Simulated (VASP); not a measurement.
# Co (P6_3/mmc) in VASP: further runs

Runs on Co. Level: PBEsol. Tasks: single point.

Program: VASP 6.6.1. These are calculated values, not measurements. Logs are shortened: lines on timing, memory, paths and dates and some standing lists are left out, and cuts for length are marked.

**1. The cell of the first run**

It takes space group P6_3/mmc (No. 194, hexagonal). The conventional cell has a = 2.458 Å, b = 2.458 Å, c = 3.966 Å, α = 90.00°, β = 90.00°, γ = 120.00°. Co (site symmetry -6m2) has 12 Co at 2.44 to 2.46 Å within 3.2 Å.

**2. Single point, PBEsol**

INCAR

```
  PREC = Accurate
  ENCUT = 520
  EDIFF = 1E-6
  ISMEAR = 0
  SIGMA = 0.05
  LREAL = False
  LASPH = True
  NELM = 100
  ALGO = Normal
  ISIF = 2
  LWAVE = False
  LCHARG = False
  GGA = PS
  NBANDS = 16
```

KPOINTS

```
regular mesh
0
Gamma
  20 20 10
```

POSCAR

```
Co
1.0
    2.4575622994      0.0000000000      0.0000000000
   -1.2287811497      2.1283113827      0.0000000000
    0.0000000000      0.0000000000      3.9663595200
Co
2
Direct
    0.3333333333      0.6666666667      0.7500000000
    0.6666666667      0.3333333333      0.2500000000
```

Potentials or basis: VASP PAW PBE potentials, release 64 (Co).

Launch:

```
cat potpaw_PBE.64/Co/POTCAR > POTCAR
mpirun -np 1 vasp_std > vasp.out
```

OUTCAR:

```text
PREC = Accurate
   ENCUT = 520
   EDIFF = 1E-6
   ISMEAR = 0
   LREAL = False
   LASPH = True
   NELM = 100
   ISIF = 2
   GGA = PS

 ion  position               nearest neighbor table
   1  0.333  0.667  0.750-   2 2.44   2 2.44   2 2.44   2 2.44   2 2.44   2 2.44
   2  0.667  0.333  0.250-   1 2.44   1 2.44   1 2.44   1 2.44   1 2.44   1 2.44

  LATTYP: Found a hexagonal cell.
 ALAT       =     2.4575622994
 C/A-ratio  =     1.6139405788

  Lattice vectors:

 A1 = (   2.4575622994,   0.0000000000,   0.0000000000)
 A2 = (  -1.2287811497,   2.1283113827,   0.0000000000)
 A3 = (   0.0000000000,   0.0000000000,   3.9663595200)

Analysis of symmetry for initial positions (statically):
=====================================================================
 Subroutine PRICEL returns:
 Original cell was already a primitive cell.

 Routine SETGRP: Setting up the symmetry group for a
 hexagonal supercell.

 Subroutine GETGRP returns: Found 24 space group operations
 (whereof 12 operations were pure point group operations)
 out of a pool of 24 trial point group operations.

The static configuration has the point symmetry D_3d.
 The point group associated with its full space group is D_6h.

Analysis of symmetry for dynamics (positions and initial velocities):
=====================================================================
 Subroutine PRICEL returns:
 Original cell was already a primitive cell.

 Routine SETGRP: Setting up the symmetry group for a
 hexagonal supercell.

 Subroutine GETGRP returns: Found 24 space group operations
 (whereof 12 operations were pure point group operations)
 out of a pool of 24 trial point group operations.

The dynamic configuration has the point symmetry D_3d.
 The point group associated with its full space group is D_6h.

 Subroutine INISYM returns: Found 24 space group operations
 (whereof 12 operations are pure point group operations),
 and found     1 'primitive' translations

----------------------------------------------------------------------------------------

                                     Primitive cell

  volume of cell :      20.7459

  direct lattice vectors                    reciprocal lattice vectors
     2.457562299  0.000000000  0.000000000     0.406907284  0.234928030  0.000000000
    -1.228781150  2.128311383  0.000000000     0.000000000  0.469856060  0.000000000
     0.000000000  0.000000000  3.966359520     0.000000000  0.000000000  0.252120363

  length of vectors
     2.457562299  2.457562299  3.966359520     0.469856060  0.469856060  0.252120363

  position of ions in fractional coordinates (direct lattice)
     0.333333333  0.666666667  0.750000000
     0.666666667  0.333333333  0.250000000

  ion indices of the primitive-cell ions
   primitive index   ion index
                 1           1
                 2           2

----------------------------------------------------------------------------------------

 KPOINTS: regular mesh

Automatic generation of k-mesh.
 Grid dimensions read from file:
 generate k-points for:   20   20   10

 Generating k-lattice:

  Cartesian coordinates                     Fractional coordinates (reciprocal lattice)
     0.020345364  0.011746401  0.000000000     0.050000000  0.000000000  0.000000000
     0.000000000  0.023492803  0.000000000     0.000000000  0.050000000  0.000000000
     0.000000000  0.000000000  0.025212036     0.000000000  0.000000000  0.100000000

  Length of vectors
     0.023492803  0.023492803  0.025212036

  Shift w.r.t. Gamma in fractional coordinates (k-lattice)
     0.000000000  0.000000000  0.000000000

 Subroutine IBZKPT returns following result:
 ===========================================

 Found    264 irreducible k-points:

 Following reciprocal coordinates:
            Coordinates               Weight
  0.000000  0.000000  0.000000      1.000000
  0.050000  0.000000  0.000000      6.000000
  0.100000  0.000000  0.000000      6.000000
  0.150000  0.000000  0.000000      6.000000
  0.200000  0.000000  0.000000      6.000000
  0.250000  0.000000  0.000000      6.000000
[... 16 lines left out ...]
  0.200000  0.100000  0.000000     12.000000
  0.250000  0.100000  0.000000     12.000000
 [... further k-points ...]
   k-points           NKPTS =    264   k-points in BZ     NKDIM =    264   number of bands    NBANDS=     16
   number of dos      NEDOS =    301   number of ions     NIONS =      2
   total plane-waves  NPLWV =   9720
   dimension x,y,z NGX =    18 NGY =   18 NGZ =   30
   dimension x,y,z NGXF=    36 NGYF=   36 NGZF=   60
   ions per type =               2
   NGX,Y,Z   is equivalent  to a cutoff of  12.18, 12.18, 12.57 a.u.
   NGXF,Y,Z  is equivalent  to a cutoff of  24.35, 24.35, 25.15 a.u.
 SYSTEM =  unknown system
   PREC   = accura    normal or accurate (medium, high low for compatibility)
   ISTART =      0    job   : 0-new  1-cont  2-samecut
   ICHARG =      2    charge: 1-file 2-atom 10-const
   ISPIN  =      1    spin polarized calculation?
   LNONCOLLINEAR =      F non collinear calculations
   LSORBIT =      F    spin-orbit coupling
   LASPH  =      T    aspherical Exc in radial PAW
   ENCUT  =  520.0 eV  38.22 Ry    6.18 a.u.   4.57  4.57  7.37*2*pi/ulx,y,z
   NELM   =    100;   NELMIN=  2; NELMDL= -5     # of ELM steps
   EDIFF  = 0.1E-05   stopping-criterion for ELM
   LREAL  =      F    real-space projection
   EDIFFG = 0.1E-04   stopping-criterion for IOM
   NSW    =      0    number of steps for IOM
   IBRION =     -1    ionic relax: 0-MD 1-quasi-New 2-CG
   NFREE  =      0    steps in history (QN), initial steepest desc. (CG)
   ISIF   =      2    stress and relaxation
   ISYM   =      2    0-nonsym 1-usesym 2-fastsym
   POTIM  = 0.5000    time-step for ionic-motion
   TEBEG  =    0.0;   TEEND  =   0.0 temperature during run
   PSTRESS=    0.0 pullay stress
   NELECT =      18.0000    total number of electrons
   NUPDOWN=      -1.0000    fix difference up-down
   EMIN   =  10.00;   EMAX   =-10.00  energy-range for DOS
   EFERMI =   0.00;   METHOD = LEGACY
   ISMEAR =     0;   SIGMA  =   0.05  broadening in eV -4-tet -1-fermi 0-gaus
   EFERMI_NEDOS =   21; number of points for ismear=-14 and -15
   IALGO  =     38    algorithm
   IMIX   =      4    mixing-type and parameters
     AMIX     =   0.40;   BMIX     =  1.00
     AMIX_MAG =   1.60;   BMIX_MAG =  1.00
  volume/ion in A,a.u.               =      10.37        70.00
  Fermi-wavevector in a.u.,A,eV,Ry     =   1.561427  2.950670 33.171751  2.438055
  Thomas-Fermi vector in A             =   2.664494
   LORBIT       =      0    0 simple, 1 ext, 2 COOP (PROOUT), +10 PAW based schemes
   GGA     = PS    functional components
   LHFCALC =     F    Hartree Fock is set to
   AEXX    =    0.0000 exact exchange contribution
   IVDW    =     0    specifies the selected vdW correction
   LEPSILON=     F    determine dielectric tensor
   LRPA    =     F    only Hartree local field effects (RPA)
 non-spin polarized calculation
 Gauss-broadening in eV      SIGMA  =   0.05
  energy-cutoff  :      520.00
  volume of cell :       20.75
 maximum number of plane-waves:       578
   NGX =  9   NGY =  9   NGZ = 15

 number of electron      17.9999974 magnetization

 Free energy of the ion-electron system (eV)
  ---------------------------------------------------
  ext. energy  EPLUGINS =         0.00000000
  ---------------------------------------------------
  free energy    TOTEN  =       -15.09233042 eV

  energy without entropy =      -15.08621975  energy(sigma->0) =      -15.08927508

 E-fermi :  10.6826     XC(G=0): -13.8652

 val. band max:       10.6825346080   @ k =   0.4500   0.0500   0.2000
 cond. band min:      10.6847512953   @ k =   0.4500  -0.0000   0.2000
 fundamental gap:      0.0022166874
 Fermi energy:        10.6826499060

 k-point     1 :       0.0000    0.0000    0.0000
  band No.  band energies     occupation
      1       1.4997      2.00000
      2       5.7724      2.00000
      3       8.7452      2.00000
      4       8.7857      2.00000
      5       8.7857      2.00000
      6       9.1494      2.00000
[... 8 lines left out ...]
     15      36.1364      0.00000
     16      36.1665      0.00000

 k-point     2 :       0.0500    0.0000    0.0000
  band No.  band energies     occupation
      1       1.5909      2.00000
      2       5.8317      2.00000
      3       8.6178      2.00000
      4       8.8316      2.00000
      5       8.8975      2.00000
      6       9.1245      2.00000
[... 8 lines left out ...]
     15      34.4622      0.00000
     16      34.9668      0.00000

 k-point     3 :       0.1000    0.0000    0.0000
  band No.  band energies     occupation
      1       1.8611      2.00000
      2       6.0002      2.00000
      3       8.4427      2.00000
      4       8.9664      2.00000
      5       8.9983      2.00000
      6       9.0924      2.00000
[... 8 lines left out ...]
     15      33.4128      0.00000
     16      33.4776      0.00000

 k-point     4 :       0.1500    0.0000    0.0000
  band No.  band energies     occupation
      1       2.3002      2.00000
      2       6.2472      2.00000
      3       8.2442      2.00000
      4       8.5313      2.00000
      5       8.9202      2.00000
      6       9.1820      2.00000
[... 8 lines left out ...]
     15      31.9241      0.00000
     16      32.9309      0.00000

 k-point     5 :       0.2000    0.0000    0.0000
  band No.  band energies     occupation
      1       2.8889      2.00000
      2       6.5107      2.00000
      3       8.0146      2.00000
      4       8.0565      2.00000
      5       8.8148      2.00000
      6       9.1493      2.00000
[... 8 lines left out ...]
     15      30.5409      0.00000
     16      32.3871      0.00000

 k-point     6 :       0.2500    0.0000    0.0000
  band No.  band energies     occupation
      1       3.5939      2.00000
      2       6.6914      2.00000
      3       7.5748      2.00000
      4       7.9368      2.00000
      5       8.7565      2.00000
      6       9.0045      2.00000
[... 8 lines left out ...]
     15      29.2867      0.00000
     16      31.3032      0.00000

 k-point     7 :       0.3000    0.0000    0.0000
  band No.  band energies     occupation
      1       4.3587      2.00000
      2       6.7122      2.00000
      3       7.2155      2.00000
      4       7.9202      2.00000
      5       8.7947      2.00000
      6       8.8690      2.00000
[... 8 lines left out ...]
     15      28.1869      0.00000
     16      29.4324      0.00000

 k-point     8 :       0.3500    0.0000    0.0000
  band No.  band energies     occupation
      1       5.0911      2.00000
      2       6.6157      2.00000
      3       6.9372      2.00000
      4       7.9881      2.00000
      5       8.7530      2.00000
      6       8.9189      2.00000
[... 8 lines left out ...]
     15      27.2724      0.00000
     16      27.6842      0.00000

 k-point     9 :       0.4000   -0.0000    0.0000
  band No.  band energies     occupation
      1       5.6707      2.00000
      2       6.4862      2.00000
      3       6.7394      2.00000
      4       8.1393      2.00000
      5       8.6645      2.00000
      6       8.8671      2.00000
[... 8 lines left out ...]
     15      26.0855      0.00000
     16      26.5794      0.00000
[... 172 lines left out ...]
 k-point    19 :       0.4000    0.0500    0.0000
  band No.  band energies     occupation
      1       5.9264      2.00000
      2       6.4596      2.00000
      3       6.6795      2.00000
      4       8.1796      2.00000
      5       8.6031      2.00000
      6       8.8384      2.00000
[... 8 lines left out ...]
     15      25.4106      0.00000
     16      25.5638      0.00000

 k-point    20 :       0.4500    0.0500    0.0000
  band No.  band energies     occupation
      1       6.1784      2.00000
      2       6.3487      2.00000
      3       6.6027      2.00000
      4       8.3329      2.00000
      5       8.5768      2.00000
      6       8.7899      2.00000
[... 8 lines left out ...]
     15      24.3122      0.00000
     16      25.1279      0.00000

 k-point    21 :       0.1000    0.1000    0.0000
  band No.  band energies     occupation
      1       2.5581      2.00000
      2       6.3864      2.00000
      3       8.1196      2.00000
      4       8.3087      2.00000
      5       8.9073      2.00000
      6       9.0984      2.00000
[... 8 lines left out ...]
     15      28.9831      0.00000
     16      35.0073      0.00000

 k-point    22 :       0.1500    0.1000    0.0000
  band No.  band energies     occupation
      1       3.1369      2.00000
      2       6.6415      2.00000
      3       7.8835      2.00000
      4       7.9160      2.00000
      5       8.8253      2.00000
      6       8.9342      2.00000
[... 8 lines left out ...]
     15      27.6478      0.00000
     16      33.2542      0.00000

 k-point    23 :       0.2000    0.1000    0.0000
  band No.  band energies     occupation
      1       3.8308      2.00000
      2       6.8307      2.00000
      3       7.5056      2.00000
      4       7.7608      2.00000
      5       8.7832      2.00000
      6       8.7897      2.00000
[... 8 lines left out ...]
     15      26.6452      0.00000
     16      31.3998      0.00000

 k-point    24 :       0.2500    0.1000    0.0000
  band No.  band energies     occupation
      1       4.5843      2.00000
      2       6.8575      2.00000
      3       7.1901      2.00000
      4       7.7223      2.00000
      5       8.6728      2.00000
      6       8.8245      2.00000
[... 8 lines left out ...]
     15      25.7644      0.00000
     16      29.5851      0.00000

 [... further k-points ...]
[... 5 lines left out ...]
  --------------------------------------------------------------------------------------
  -------------------------------------------------------------------------------------
  Total       -1.6037891     -1.6037891     -1.6928656      0.0000000      0.0000000      0.0000000
  in kB     -123.8585677   -123.8585677   -130.7378329      0.0000000      0.0000000      0.0000000
  external PRESSURE =    -126.1516561 kB  Pullay stress =       0.0000000 kB

 VOLUME and BASIS-vectors are now :
 -----------------------------------------------------------------------------
  energy-cutoff  :      520.00
  volume of cell :       20.75
      direct lattice vectors                 reciprocal lattice vectors
     2.457562299  0.000000000  0.000000000     0.406907284  0.234928030  0.000000000
    -1.228781150  2.128311383  0.000000000     0.000000000  0.469856060  0.000000000
     0.000000000  0.000000000  3.966359520     0.000000000  0.000000000  0.252120363

 POSITION                                       TOTAL-FORCE (eV/Angst)
 -----------------------------------------------------------------------------------
     -0.00000      1.41887      2.97477        -0.000000      0.000000      0.000000
      1.22878      0.70944      0.99159         0.000000     -0.000000      0.000000
 -----------------------------------------------------------------------------------
    total drift:                               -0.000000     -0.000000     -0.000000

  FREE ENERGIE OF THE ION-ELECTRON SYSTEM (eV)
  ---------------------------------------------------
  free  energy   TOTEN  =       -15.0923304157 eV

  energy  without entropy=      -15.0862197464  energy(sigma->0) =      -15.08927508
```

Run time: 38 s. Hardware: 1 thread of Intel Xeon Platinum 8488C (Sapphire Rapids), shared host; peak memory 0.19 GiB.

What came out:

```
Free energy            : -15.0923 eV
Pressure               : -12.6 GPa
Band gap on the k mesh : zero (band 9 reaches 11.03 eV, above the bottom of band 10 at 9.50 eV)
```

Stress tensor (GPa, compression positive):
```
-12.39   0.00   0.00
  0.00 -12.39   0.00
  0.00   0.00 -13.07
```

Caveat: the PAW data sets were made with another functional, which shifts forces and pressure a little; the run has no spin polarisation, though such a crystal can be magnetic.

[end of part 1 of 2]
